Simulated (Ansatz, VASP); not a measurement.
**Ir in VASP and in Ansatz**

```
Ir
1.0
     9.00000    0.00000    0.00000
     0.00000    9.00000    0.00000
     0.00000    0.00000   11.24000
Ir
2
Direct
  0.50000 0.50000 0.59929
  0.50000 0.50000 0.40036
```

Alike in both runs: task single point; functional PBE; k mesh 1 × 1 × 1; occupations gaussian, width 0.01 eV; non-collinear spin, spin-orbit coupling.

|  | VASP | Ansatz |
| --- | --- | --- |
| version | VASP 6.6.1 | Ansatz 0.2.0 |
| potentials or method | VASP PAW PBE potentials, release 64 (Ir), cutoff 520 eV | plane waves, PAW |
| valence electrons in the cell | 18 | 34 |

Ansatz gave:

```
rms of the force components (eV/Å) : 0.259
net moment per atom (μB)           : 1.05
```

Estimate VASP's values.

rms of the force components (eV/Å): 0.327; net moment per atom (μB): 1.95.

The net moments are unlike, so the other rows may belong to different states. Atom by atom the forces differ by 0.068 eV/Å (rms over components). VASP's potentials hold 18 valence electrons a cell and Ansatz's 34, so a difference there can come from the potentials and not from the codes. Ansatz's warnings: xc potential rough in thin density.
